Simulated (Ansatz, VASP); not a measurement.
GaN: VASP beside Ansatz

File POSCAR:

```
GaN
1.0
    0.0000000000      2.2152027174      2.2152027174
    2.2152027174      0.0000000000      2.2152027174
    2.2152027174      2.2152027174      0.0000000000
Ga N
1 1
Direct
    0.0000000000      0.0000000000      0.0000000000
    0.7500000000      0.7500000000      0.7500000000
```

INCAR.step1

```
SYSTEM = GaN
  ALGO = Normal
  EDIFF = 1E-4
  ENCUT = 520
  GGA = PE
  ISMEAR = 0
  LASPH = .TRUE.
  LCHARG = .FALSE.
  LREAL = .FALSE.
  LWAVE = .TRUE.
  NBANDS = 16
  NELM = 80
  PREC = Accurate
  SIGMA = 0.05
```

Contents of INCAR.step2:

```
SYSTEM = GaN
  ALGO = Normal
  EDIFF = 1E-6
  ENCUT = 520
  ISIF = 2
  ISMEAR = 0
  ISTART = 1
  LASPH = .TRUE.
  LCHARG = .TRUE.
  LELF = .TRUE.
  LMIXTAU = .TRUE.
  LREAL = .FALSE.
  LVHAR = .TRUE.
  LWAVE = .FALSE.
  METAGGA = R2SCAN
  NBANDS = 16
  NELM = 80
  PREC = Accurate
  SIGMA = 0.05
```

The input KPOINTS:

```
k-points
0
G
  10 10 10
  0 0 0
```

Input for Ansatz:

```yaml
crystal:
  lattice:
    - [0.0, 2.2152027174, 2.2152027174]
    - [2.2152027174, 0.0, 2.2152027174]
    - [2.2152027174, 2.2152027174, 0.0]
  atoms:
    - { symbol: Ga, position: [0.0, 0.0, 0.0] }
    - { symbol: "N", position: [0.75, 0.75, 0.75] }
basis:
  ecutwfc: 500
kpoints:
  mp_grid: { grid: [10, 10, 10] }
hamiltonian:
  xc: r2scan
scf:
  occupations: { method: gaussian, width: 0.05 }
output:
  forces: true
  stress: true
  eigenvalues: true
```

Change from the starting cell: strain -0.015 along x and y, -0.015 along z, atoms carried along.

Alike in both runs: task single point; functional r2SCAN; k mesh 10 × 10 × 10; occupations gaussian, width 0.05 eV; no spin polarisation.

|  | VASP | Ansatz |
| --- | --- | --- |
| version | VASP 6.6.1 | Ansatz 0.2.0 |
| potentials or method | VASP PAW PBE potentials, release 64 (Ga_d, N), cutoff 520 eV | scalar-relativistic, plane waves, PAW |
| valence electrons in the cell | 18 | 18 |

```csv
,VASP,Ansatz,Ansatz less VASP
gap on the k mesh at the Fermi level (eV),2.46,2.47,+0.012
least direct gap on the mesh (eV),2.46,2.47,+0.012
pressure (GPa),11.1,9.8,-1.23
```

VASP's potentials were made for PBE, not for r2SCAN.
